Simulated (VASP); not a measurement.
# GaP (I-4m2) in VASP: further runs

The runs below take GaP through single point, with PBE.

All numbers are computed with VASP 6.6.1; they aren't measurements. Logs are shortened: lines on timing, memory, paths and dates and some standing lists are left out, and cuts for length are marked.

## Step 1: The cell of the first run

It takes space group I-4m2 (No. 119, tetragonal). Conventional cell: a = 3.777 Å, b = 3.777 Å, c = 5.450 Å, α = 90.00°, β = 90.00°, γ = 90.00°. Within 3.1 Å of Ga (site symmetry -4m2) lie 4 P at 2.33 Å. P (site symmetry -4m2) has 4 Ga at 2.33 Å within 3.1 Å.

## Step 2: Single point, PBE (equal xx and yy strain of -2 %)

INCAR reads:

```
SYSTEM = GaP
PREC = Accurate
ENCUT = 520
EDIFF = 1E-7
ISMEAR = -1
SIGMA = 0.05
LREAL = .False.
LASPH = .True.
NELM = 60
ALGO = Normal
ISIF = 2
LWAVE = .False.
LCHARG = .False.
GGA = PE
NBANDS = 16
```

KPOINTS reads:

```
regular mesh
0
Gamma
  10 10 10
  0 0 0
```

POSCAR reads:

```
GaP
1.0
    0.0000000000      2.6707450000      2.7252500000
    2.6707450000      0.0000000000      2.7252500000
    2.6707450000      2.6707450000      0.0000000000
Ga P
1 1
Direct
    0.0000000000      0.0000000000      0.0000000000
    0.7500000000      0.7500000000      0.7500000000
```

Potentials or basis: VASP PAW PBE potentials, release 64 (Ga_d, P).

Run with:

```console
> cat potpaw_PBE.64/Ga_d/POTCAR potpaw_PBE.64/P/POTCAR > POTCAR
> mpirun -np 1 vasp_std > vasp.out
```

OUTCAR:

```text
SYSTEM = GaP
   PREC = Accurate
   ENCUT = 520
   EDIFF = 1E-7
   ISMEAR = -1
   LREAL = .False.
   LASPH = .True.
   NELM = 60
   ISIF = 2
   GGA = PE

 ion  position               nearest neighbor table
   1  0.000  0.000  0.000-   2 2.33   2 2.33   2 2.33   2 2.33
   2  0.750  0.750  0.750-   1 2.33   1 2.33   1 2.33   1 2.33

  LATTYP: Found a body centered tetragonal cell.
 ALAT       =     3.7770038006
 C/A-ratio  =     1.4430750636

  Lattice vectors:

 A1 = (  -2.6707450000,   0.0000000000,   2.7252500000)
 A2 = (   2.6707450000,   0.0000000000,   2.7252500000)
 A3 = (   0.0000000000,   2.6707450000,  -2.7252500000)

Analysis of symmetry for initial positions (statically):
=====================================================================
 Subroutine PRICEL returns:
 Original cell was already a primitive cell.

 Routine SETGRP: Setting up the symmetry group for a
 body centered tetragonal supercell.

 Subroutine GETGRP returns: Found  8 space group operations
 (whereof  8 operations were pure point group operations)
 out of a pool of 16 trial point group operations.

The static configuration has the point symmetry D_2d.

Analysis of symmetry for dynamics (positions and initial velocities):
=====================================================================
 Subroutine PRICEL returns:
 Original cell was already a primitive cell.

 Routine SETGRP: Setting up the symmetry group for a
 body centered tetragonal supercell.

 Subroutine GETGRP returns: Found  8 space group operations
 (whereof  8 operations were pure point group operations)
 out of a pool of 16 trial point group operations.

The dynamic configuration has the point symmetry D_2d.

 Subroutine INISYM returns: Found  8 space group operations
 (whereof  8 operations are pure point group operations),
 and found     1 'primitive' translations

----------------------------------------------------------------------------------------

                                     Primitive cell

  volume of cell :      38.8778

  direct lattice vectors                    reciprocal lattice vectors
     0.000000000  2.670745000  2.725250000    -0.187213680  0.187213680  0.183469406
     2.670745000  0.000000000  2.725250000     0.187213680 -0.187213680  0.183469406
     2.670745000  2.670745000  0.000000000     0.187213680  0.187213680 -0.183469406

  length of vectors
     3.815739302  3.815739302  3.777003801     0.322116357  0.322116357  0.322116357

  position of ions in fractional coordinates (direct lattice)
     0.000000000  0.000000000  0.000000000
     0.750000000  0.750000000  0.750000000

  ion indices of the primitive-cell ions
   primitive index   ion index
                 1           1
                 2           2

----------------------------------------------------------------------------------------

 KPOINTS: regular mesh

Automatic generation of k-mesh.
 Grid dimensions read from file:
 generate k-points for:   10   10   10

 Generating k-lattice:

  Cartesian coordinates                     Fractional coordinates (reciprocal lattice)
    -0.018721368  0.018721368  0.018346941     0.100000000  0.000000000  0.000000000
     0.018721368 -0.018721368  0.018346941     0.000000000  0.100000000  0.000000000
     0.018721368  0.018721368 -0.018346941    -0.000000000 -0.000000000  0.100000000

  Length of vectors
     0.032211636  0.032211636  0.032211636

  Shift w.r.t. Gamma in fractional coordinates (k-lattice)
     0.000000000  0.000000000  0.000000000

 Subroutine IBZKPT returns following result:
 ===========================================

 Found    102 irreducible k-points:

 Following reciprocal coordinates:
            Coordinates               Weight
  0.000000  0.000000  0.000000      1.000000
  0.100000  0.000000  0.000000      8.000000
  0.200000  0.000000  0.000000      8.000000
  0.300000  0.000000  0.000000      8.000000
  0.400000  0.000000  0.000000      8.000000
  0.500000  0.000000  0.000000      4.000000
[... 16 lines left out ...]
  0.300000  0.300000  0.000000      2.000000
  0.400000  0.300000  0.000000      8.000000
 [... further k-points ...]
   k-points           NKPTS =    102   k-points in BZ     NKDIM =    102   number of bands    NBANDS=     16
   number of dos      NEDOS =    301   number of ions     NIONS =      2
   total plane-waves  NPLWV =  21952
   dimension x,y,z NGX =    28 NGY =   28 NGZ =   28
   dimension x,y,z NGXF=    56 NGYF=   56 NGZF=   56
   ions per type =               1   1
   NGX,Y,Z   is equivalent  to a cutoff of  12.20, 12.20, 12.32 a.u.
   NGXF,Y,Z  is equivalent  to a cutoff of  24.40, 24.40, 24.65 a.u.
 SYSTEM =  GaP
   PREC   = accura    normal or accurate (medium, high low for compatibility)
   ISTART =      0    job   : 0-new  1-cont  2-samecut
   ICHARG =      2    charge: 1-file 2-atom 10-const
   ISPIN  =      1    spin polarized calculation?
   LNONCOLLINEAR =      F non collinear calculations
   LSORBIT =      F    spin-orbit coupling
   LASPH  =      T    aspherical Exc in radial PAW
   ENCUT  =  520.0 eV  38.22 Ry    6.18 a.u.   7.09  7.09  7.02*2*pi/ulx,y,z
   NELM   =     60;   NELMIN=  2; NELMDL= -5     # of ELM steps
   EDIFF  = 0.1E-06   stopping-criterion for ELM
   LREAL  =      F    real-space projection
   EDIFFG = 0.1E-05   stopping-criterion for IOM
   NSW    =      0    number of steps for IOM
   IBRION =     -1    ionic relax: 0-MD 1-quasi-New 2-CG
   NFREE  =      0    steps in history (QN), initial steepest desc. (CG)
   ISIF   =      2    stress and relaxation
   ISYM   =      2    0-nonsym 1-usesym 2-fastsym
   POTIM  = 0.5000    time-step for ionic-motion
   TEBEG  =    0.0;   TEEND  =   0.0 temperature during run
   PSTRESS=    0.0 pullay stress
   NELECT =      18.0000    total number of electrons
   NUPDOWN=      -1.0000    fix difference up-down
   EMIN   =  10.00;   EMAX   =-10.00  energy-range for DOS
   EFERMI =   0.00;   METHOD = LEGACY
   ISMEAR =    -1;   SIGMA  =   0.05  broadening in eV -4-tet -1-fermi 0-gaus
   EFERMI_NEDOS =   21; number of points for ismear=-14 and -15
   IALGO  =     38    algorithm
   IMIX   =      4    mixing-type and parameters
     AMIX     =   0.40;   BMIX     =  1.00
     AMIX_MAG =   1.60;   BMIX_MAG =  1.00
  volume/ion in A,a.u.               =      19.44       131.18
  Fermi-wavevector in a.u.,A,eV,Ry     =   1.266481  2.393302 21.823385  1.603974
  Thomas-Fermi vector in A             =   2.399679
   LORBIT       =      0    0 simple, 1 ext, 2 COOP (PROOUT), +10 PAW based schemes
   GGA     = PE    functional components
   LHFCALC =     F    Hartree Fock is set to
   AEXX    =    0.0000 exact exchange contribution
   IVDW    =     0    specifies the selected vdW correction
   LEPSILON=     F    determine dielectric tensor
   LRPA    =     F    only Hartree local field effects (RPA)
 non-spin polarized calculation
  energy-cutoff  :      520.00
  volume of cell :       38.88
 maximum number of plane-waves:      1066
   NGX = 15   NGY = 15   NGZ = 13

 number of electron      17.9999992 magnetization

 Free energy of the ion-electron system (eV)
  ---------------------------------------------------
  ext. energy  EPLUGINS =         0.00000000
  ---------------------------------------------------
  free energy    TOTEN  =        -9.07213240 eV

  energy without entropy =       -9.07213239  energy(sigma->0) =       -9.07213240

 E-fermi :   5.8147     XC(G=0): -10.0192

 val. band max:        5.1135694252   @ k =   0.0000   0.0000   0.0000
 cond. band min:       6.5471335104   @ k =   0.4000   0.0000   0.4000
 fundamental gap:      1.4335640852
 Fermi energy:         5.8147217288

 k-point     1 :       0.0000    0.0000    0.0000
  band No.  band energies     occupation
      1      -9.5557      2.00000
      2      -9.5494      2.00000
      3      -9.5494      2.00000
      4      -9.4401      2.00000
      5      -9.4378      2.00000
      6      -7.7290      2.00000
[... 8 lines left out ...]
     15      14.7249      0.00000
     16      15.1055      0.00000

 k-point     2 :       0.1000    0.0000    0.0000
  band No.  band energies     occupation
      1      -9.5632      2.00000
      2      -9.5495      2.00000
      3      -9.5459      2.00000
      4      -9.4404      2.00000
      5      -9.4377      2.00000
      6      -7.5914      2.00000
[... 8 lines left out ...]
     15      14.5887      0.00000
     16      14.7042      0.00000

 k-point     3 :       0.2000    0.0000    0.0000
  band No.  band energies     occupation
      1      -9.5894      2.00000
      2      -9.5414      2.00000
      3      -9.5374      2.00000
      4      -9.4403      2.00000
      5      -9.4367      2.00000
      6      -7.1932      2.00000
[... 8 lines left out ...]
     15      14.0911      0.00000
     16      15.3360      0.00000

 k-point     4 :       0.3000    0.0000    0.0000
  band No.  band energies     occupation
      1      -9.6185      2.00000
      2      -9.5326      2.00000
      3      -9.5286      2.00000
      4      -9.4384      2.00000
      5      -9.4336      2.00000
      6      -6.5827      2.00000
[... 8 lines left out ...]
     15      14.4446      0.00000
     16      14.9604      0.00000
[... 324 lines left out ...]
 k-point    22 :      -0.2000    0.2000    0.0000
  band No.  band energies     occupation
      1      -9.6247      2.00000
      2      -9.5261      2.00000
      3      -9.5229      2.00000
      4      -9.4455      2.00000
      5      -9.4320      2.00000
      6      -6.3630      2.00000
[... 8 lines left out ...]
     15      16.6982      0.00000
     16      17.3720      0.00000

 k-point    23 :       0.3000    0.3000    0.0000
  band No.  band energies     occupation
      1      -9.6500      2.00000
      2      -9.5024      2.00000
      3      -9.5024      2.00000
      4      -9.4617      2.00000
      5      -9.4250      2.00000
      6      -6.2267      2.00000
[... 8 lines left out ...]
     15      16.4098      0.00000
     16      19.1020      0.00000

 k-point    24 :       0.4000    0.3000    0.0000
  band No.  band energies     occupation
      1      -9.6628      2.00000
      2      -9.4965      2.00000
      3      -9.4936      2.00000
      4      -9.4644      2.00000
      5      -9.4229      2.00000
      6      -5.6826      2.00000
[... 8 lines left out ...]
     15      17.0173      0.00000
     16      19.0865      0.00000

 [... further k-points ...]
[... 5 lines left out ...]
  --------------------------------------------------------------------------------------
  -------------------------------------------------------------------------------------
  Total        1.6586595      1.6586595      1.2837319      0.0000000      0.0000000      0.0000000
  in kB       68.3544264     68.3544264     52.9034186      0.0000000      0.0000000      0.0000000
  external PRESSURE =      63.2040904 kB  Pullay stress =       0.0000000 kB

 VOLUME and BASIS-vectors are now :
 -----------------------------------------------------------------------------
  energy-cutoff  :      520.00
  volume of cell :       38.88
      direct lattice vectors                 reciprocal lattice vectors
     0.000000000  2.670745000  2.725250000    -0.187213680  0.187213680  0.183469406
     2.670745000  0.000000000  2.725250000     0.187213680 -0.187213680  0.183469406
     2.670745000  2.670745000  0.000000000     0.187213680  0.187213680 -0.183469406

 POSITION                                       TOTAL-FORCE (eV/Angst)
 -----------------------------------------------------------------------------------
      0.00000      0.00000      0.00000         0.000000      0.000000      0.000000
      4.00612      4.00612      4.08788        -0.000000     -0.000000     -0.000000
 -----------------------------------------------------------------------------------
    total drift:                               -0.000002     -0.000002     -0.000002

  FREE ENERGIE OF THE ION-ELECTRON SYSTEM (eV)
  ---------------------------------------------------
  free  energy   TOTEN  =        -9.0721323991 eV

  energy  without entropy=       -9.0721323921  energy(sigma->0) =       -9.07213240
```

Wall time 26 s (1 thread of Intel Xeon 6975P-C (Granite Rapids), shared host); peak memory 0.19 GiB.

What came out:

```yaml
Free_energy: -9.0721 eV
Pressure: 6.3 GPa
Band_gap_on_the_k_mesh: 1.43 eV, indirect (least direct gap 2.12 eV)
```

Levels at points of the mesh, in eV from the valence-band top:
```tsv
k point	band 6	band 7	band 8	band 9	band 10	band 11	band 12	band 13
(0.00, 0.00, 0.00)	-12.84	-0.12	0.00	0.00	2.12	3.82	3.82	3.87
(0.50, 0.00, 0.00)	-10.64	-6.91	-1.31	-1.13	1.75	4.60	4.75	8.32
(0.50, 0.50, 0.00)	-9.75	-7.08	-2.77	-2.77	1.63	1.87	10.87	10.87
(0.50, 0.00, 0.50)	-9.65	-6.94	-2.92	-2.90	1.48	1.67	10.80	10.84
```

Caveat: the cell differs from its parent crystal (equal xx and yy strain of -2 %). A k mesh can miss the band edges.

## Step 3: Single point, PBE (equal xx and yy strain of +3 %)

INCAR reads:

```
SYSTEM = GaP
PREC = Accurate
ENCUT = 520
EDIFF = 1E-6
ISMEAR = -1
SIGMA = 0.05
LREAL = .FALSE.
LASPH = .TRUE.
NELM = 80
ALGO = Normal
ISIF = 2
LWAVE = .FALSE.
LCHARG = .FALSE.
GGA = PE
NBANDS = 16
```

KPOINTS reads:

```
regular mesh
0
G
  10 10 10
  0 0 0
```

POSCAR reads:

```
GaP
1.0
    0.0000000000      2.8070075000      2.7252500000
    2.8070075000      0.0000000000      2.7252500000
    2.8070075000      2.8070075000      0.0000000000
Ga P
1 1
Direct
    0.0000000000      0.0000000000      0.0000000000
    0.7500000000      0.7500000000      0.7500000000
```

Potentials or basis: VASP PAW PBE potentials, release 64 (Ga_d, P).

Run with:

```console
> cat potpaw_PBE.64/Ga_d/POTCAR potpaw_PBE.64/P/POTCAR > POTCAR
> mpirun -np 1 vasp_std > vasp.out
```

It took 29 s on 1 thread of Intel Xeon 6975P-C (Granite Rapids), shared host; peak memory 0.21 GiB.

It converged, with:

| Item | Value |
| --- | --- |
| Free energy | -9.1142 eV |
| Pressure | -2.1 GPa |
| Band gap on the k mesh | 1.24 eV, direct |

Stress tensor (GPa, compression positive):
```
-2.80  0.00  0.00
 0.00 -2.80  0.00
 0.00  0.00 -0.77
```

Levels at points of the mesh, in eV from the valence-band top:
```
           k point  band 7  band 8  band 9  band 10  band 11  band 12
(0.00, 0.00, 0.00)   -0.15   -0.15    0.00     1.24     3.76     3.83
(0.50, 0.00, 0.00)   -6.41   -1.24   -1.02     1.38     4.53     4.75
(0.50, 0.50, 0.00)   -6.46   -2.71   -2.71     1.55     1.59    10.05
(0.50, 0.00, 0.50)   -6.64   -2.52   -2.51     1.74     1.86     9.99
```

Caveat: the cell differs from its parent crystal (equal xx and yy strain of +3 %). A k mesh can miss the band edges.
